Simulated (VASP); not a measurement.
Write the native input for VASP 6.6.1 that does the following.

| Item | Value |
| --- | --- |
| Task | single point |
| Functional | PBEsol |
| Potentials or basis | VASP PAW PBE potentials, release 64 (Tl_d) |
| Cutoff | 520 eV |
| k mesh | 18 × 18 × 18 |
| Occupations | gaussian, width 0.15 eV |
| Spin | no spin polarisation |
| Dipole correction | no |
| Further INCAR settings | ALGO = Fast; EDIFF = 1e-06; NBANDS = 12 |

The structure of Tl lies in POSCAR:

```
Tl
1.0
   -1.9992300000      1.9992300000      1.9701150000
    1.9992300000     -1.9992300000      1.9701150000
    1.9992300000      1.9992300000     -1.9701150000
Tl
1
Direct
    0.0000000000      0.0000000000      0.0000000000
```

This cell differs from its parent crystal: strain +0.030 along x and y, +0.015 along z.

These files were run (other wordings do the same):

INCAR

```
SYSTEM = Tl
ALGO = Fast
EDIFF = 1E-6
ENCUT = 520
GGA = PS
ISIF = 2
ISMEAR = 0
LASPH = .True.
LCHARG = .False.
LREAL = .False.
LWAVE = .False.
NBANDS = 12
NELM = 60
PREC = Accurate
SIGMA = 0.15
```

KPOINTS

```
k-points
0
Gamma
  18 18 18
  0 0 0
```

Potentials or basis: VASP PAW PBE potentials, release 64 (Tl_d).

Command:

```console
$ cat potpaw_PBE.64/Tl_d/POTCAR > POTCAR
$ mpirun -np 1 vasp_std > vasp.out
```

Results of the run:

```
Pressure               : -2.8 GPa
Band gap on the k mesh : zero (an odd number of electrons rules out a gap without spin polarisation)
```

Caveat: the cell differs from its parent crystal (strain +0.030 along x and y, +0.015 along z); the PAW data sets were made with another functional, which shifts forces and pressure a little; spin-orbit coupling is left out, which moves the levels of the heavy elements.

Run time: 79 s on 1 thread of Intel(R) Xeon(R) Platinum 8488C (Sapphire Rapids) (shared host), peak memory 0.29 GiB.
